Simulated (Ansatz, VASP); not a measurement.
Two plane-wave programs on Co

Contents of INCAR:

```
SYSTEM = Co
ALGO     = Normal         ! electronic algorithm
EDIFF    = 1E-6           ! SCF threshold, eV
ENCUT    = 520            ! plane-wave cutoff, eV
GGA      = PE             ! functional
ISIF     = 2              ! what is computed and relaxed
ISMEAR   = 0              ! smearing method
ISPIN    = 2              ! spin polarisation
LASPH    = .TRUE.         ! aspherical terms in the spheres
LCHARG   = .FALSE.        ! write CHGCAR
LMAXMIX  = 4              ! l up to which the mixer works
LORBIT   = 11             ! projections on sites
LREAL    = .FALSE.        ! projectors in reciprocal space
LWAVE    = .FALSE.        ! write WAVECAR
MAGMOM   = 2 2 2 2        ! initial moments
NBANDS   = 30             ! bands
NELM     = 150            ! most SCF steps
PREC     = Accurate       ! precision mode
SIGMA    = 0.013000000000000001 ! smearing width, eV
```

File KPOINTS:

```
k-points
0
G
  12 12 4
  0 0 0
```

File POSCAR:

```
Co
1.0
    2.4705617809      0.0000000000      0.0000000000
   -1.2352808905      2.1395692639      0.0000000000
    0.0000000000      0.0000000000      8.0882338000
Co
4
Direct
    0.6666666667      0.3333333333      0.7500000000
    0.0000000000      0.0000000000      0.5000000000
    0.3333333333      0.6666666667      0.2500000000
    0.0000000000      0.0000000000      0.0000000000
```

Contents of input.yaml:

```yaml
crystal:
  lattice:
    - [2.4705617809, 0.0, 0.0]
    - [-1.2352808905, 2.1395692639, 0.0]
    - [0.0, 0.0, 8.0882338]
  atoms:
    - { symbol: Co, position: [0.6666666667, 0.3333333333, 0.75], spin: 2.0 }
    - { symbol: Co, position: [0.0, 0.0, 0.5], spin: 2.0 }
    - { symbol: Co, position: [0.3333333333, 0.6666666667, 0.25], spin: 2.0 }
    - { symbol: Co, position: [0.0, 0.0, 0.0], spin: 2.0 }
hamiltonian:
  xc: pbe
  pseudopotentials: { kind: paw }
magnetization:
  spin_polarized: true
kpoints:
  mp_grid: { grid: [12, 12, 4] }
scf:
  occupations: { method: gaussian, width: 0.013 }
output:
  forces: true
  stress: true
  eigenvalues: true
  write_density: true
  write_potential: true
  elf: true
  volumetric_format: npy
```

Alike in both runs: task single point; functional PBE; k mesh 12 × 12 × 4; occupations gaussian, width 0.013 eV; collinear spin.

```csv
,VASP,Ansatz
version,VASP 6.6.1,Ansatz 0.2.0
potentials or method,"VASP PAW PBE potentials, release 64 (Co)",Ansatz PAW
plane-wave cutoff (eV),520,420
valence electrons in the cell,36,68
```

VASP gave:

```
gap on the k mesh at the Fermi level (eV)                     : none
pressure (GPa)                                                : 3.8
traceless stress, the component that is largest in VASP (GPa) : -2.90
net moment per atom (μB)                                      : 1.65
size of the moment on the site where the two differ most (μB) : 1.67
```

What did Ansatz give for the same quantities?

gap on the k mesh at the Fermi level (eV): none; pressure (GPa): 4.7; traceless stress, the component that is largest in VASP (GPa): -3.15; net moment per atom (μB): 1.65; size of the moment on the site where the two differ most (μB): 1.74.

Site moments also hang on the region over which each program counts them. A gap of «none» marks a metal or a gap that the smearing closes. VASP's potentials hold 36 valence electrons a cell and Ansatz's 68, so a difference there can come from the potentials and not from the codes.
